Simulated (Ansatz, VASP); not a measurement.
Si3N4 in VASP and in Ansatz

```
CELL_PARAMETERS angstrom
-3.14477 3.14477 3.14477
3.14477 -3.14477 3.14477
3.14477 3.14477 -3.14477
ATOMIC_POSITIONS crystal
Si 0.25000 0.12500 0.87500
Si 0.87500 0.25000 0.12500
Si 0.75000 0.37500 0.62500
Si 0.62500 0.75000 0.37500
Si 0.12500 0.87500 0.25000
Si 0.37500 0.62500 0.75000
N 0.55280 0.55280 0.55280
N 0.44720 0.50000 0.00000
N 0.50000 0.00000 0.94720
N 0.00000 0.44720 0.50000
N 0.94720 0.50000 0.00000
N 0.05280 0.05280 0.05280
N 0.00000 0.94720 0.50000
N 0.50000 0.00000 0.44720
```

Alike in both runs: functional PBE; k mesh 6 × 6 × 6; occupations gaussian, width 0.02 eV; no spin polarisation.

Ansatz relaxed the structure, and its values are those at the end. VASP's run is a single point on that final structure, the one shown.

|  | VASP | Ansatz |
| --- | --- | --- |
| version | VASP 6.6.1 | Ansatz 0.2.0 |
| potentials or method | VASP PAW PBE potentials, release 64 (Si, N), cutoff 520 eV | scalar-relativistic, plane waves, PAW |
| valence electrons in the cell | 64 | 64 |

```tsv
	VASP	Ansatz	Ansatz less VASP
gap on the k mesh at the Fermi level (eV)	4.21	4.23	+0.011
least direct gap on the mesh (eV)	4.45	4.46	+0.009
pressure (GPa)	27.5	27.8	+0.29
rms of the force components (eV/Å)	0.004	0.000	-0.0041
```

Ansatz's warnings: stress scf threshold loose.
